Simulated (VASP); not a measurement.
Runs of VASP 6.6.1 on MgO. The structure is that of space group P4_132 (No. 213), or close to it. The cells are those of the table. The cell was built from a structure type or drawn by symmetry, and may not be a known phase.

```tsv
task	cell	k mesh	cutoff (eV)	smearing	gap on the mesh (eV)	pressure (GPa)	relaxed volume (Å³/atom)
single point	a = 5.393 Å, 8 atoms	6 × 6 × 6	520	gaussian 0.02 eV	1.74	-0.1	-
relaxation of cell and atoms	relaxed from a = 5.216 Å, 8 atoms	4 × 4 × 4	600	gaussian 0.1 eV	1.74	0.0	(a)
single point	a = 5.392 Å, 8 atoms	4 × 4 × 4	520	gaussian 0.1 eV	1.74	-0.1	-
single point	a = 5.216 Å, 8 atoms	4 × 4 × 4	520	gaussian 0.1 eV	1.89	8.2	-
relaxation of cell and atoms	relaxed from a = 5.392 Å, 8 atoms	6 × 6 × 6	600	gaussian 0.02 eV	1.74	0.0	19.53
```

Alike in all rows: level PBE; potentials or basis VASP PAW PBE potentials, release 64 (Mg, O); no spin polarisation.

Problem. Fill in the values left out.

Solution. (a) 19.55.

Caveats: the cell stands under pressure (at least some runs).

A k mesh can miss the band edges.
